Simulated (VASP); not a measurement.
Set up this calculation in VASP 6.6.1, as the native input.

| Quantity | Value |
| --- | --- |
| Task | single point |
| Functional | r2SCAN0 |
| Potentials or basis | VASP PAW PBE potentials, release 64 (Tl_d) |
| Cutoff | 520 eV |
| k mesh | 6 × 6 × 6 |
| Occupations | fermi-dirac, width 0.1 eV |
| Spin | no spin polarisation |
| Dipole correction | no |
| Grid for exact exchange (PRECFOCK) | Normal |
| Further INCAR settings | ALGO = Normal; EDIFF = 1e-06; NBANDS = 12 |
| Share of exact exchange | 0.25 |

Crystal: Tl.

```
Tl
1.0
     0.00000    2.46335    2.46335
     2.46335    0.00000    2.46335
     2.46335    2.46335    0.00000
Tl
1
Cartesian
  0.0000 0.0000 0.0000
```

This isn't the form of Tl at room conditions, which is hcp.

The input as run:

POSCAR

```
Tl
1.0
    0.0000000000      2.4633505600      2.4633505600
    2.4633505600      0.0000000000      2.4633505600
    2.4633505600      2.4633505600      0.0000000000
Tl
1
Direct
    0.0000000000      0.0000000000      0.0000000000
```

INCAR.step1

```
ALGO     = Normal         # electronic algorithm
EDIFF    = 1E-5           # SCF threshold, eV
ENCUT    = 520            # plane-wave cutoff, eV
GGA      = PE             # functional
ISIF     = 2              # what is computed and relaxed
ISMEAR   = -1             # smearing method
LASPH    = True           # aspherical terms in the spheres
LREAL    = False          # projectors in reciprocal space
LWAVE    = True           # write WAVECAR
NBANDS   = 12             # bands
NELM     = 80             # most SCF steps
PREC     = Accurate       # precision mode
SIGMA    = 0.1            # smearing width, eV
```

INCAR.step2

```
AEXX     = 0.25           # exact-exchange fraction
ALGO     = Normal         # electronic algorithm
EDIFF    = 1E-6           # SCF threshold, eV
ENCUT    = 520            # plane-wave cutoff, eV
ISIF     = 2              # what is computed and relaxed
ISMEAR   = -1             # smearing method
ISTART   = 1            
LASPH    = True           # aspherical terms in the spheres
LCHARG   = True           # write CHGCAR
LELF     = True           # ELF
LHFCALC  = True           # exact exchange
LMIXTAU  = True         
LREAL    = False          # projectors in reciprocal space
LVHAR    = True         
LWAVE    = False          # write WAVECAR
METAGGA  = R2SCAN         # meta-GGA
NBANDS   = 12             # bands
NELM     = 80             # most SCF steps
PREC     = Accurate       # precision mode
PRECFOCK = Normal       
SIGMA    = 0.1            # smearing width, eV
```

KPOINTS

```
k-points
0
Gamma
  6 6 6
```

Potentials or basis: VASP PAW PBE potentials, release 64 (Tl_d).

The run is started by

```sh
$ cat potpaw_PBE.64/Tl_d/POTCAR > POTCAR
$ cp INCAR.step1 INCAR
$ mpirun -np 1 vasp_std > vasp.out
$ cp INCAR.step2 INCAR
$ mpirun -np 1 vasp_std > vasp.out
```

It gave:

The pressure is -0.3 GPa. The band gap on the k mesh is zero (an odd number of electrons rules out a gap without spin polarisation).

Caveat: the k points lie up to 0.37 Å⁻¹ apart, too coarse for converged energies and pressures of a metal; the PAW data sets were made with another functional, which shifts forces and pressure a little; spin-orbit coupling is left out, which moves the levels of the heavy elements.

Wall time 16 min on 1 thread of Intel(R) Xeon(R) Platinum 8488C (Sapphire Rapids), with other jobs on the host, peak memory 0.17 GiB.
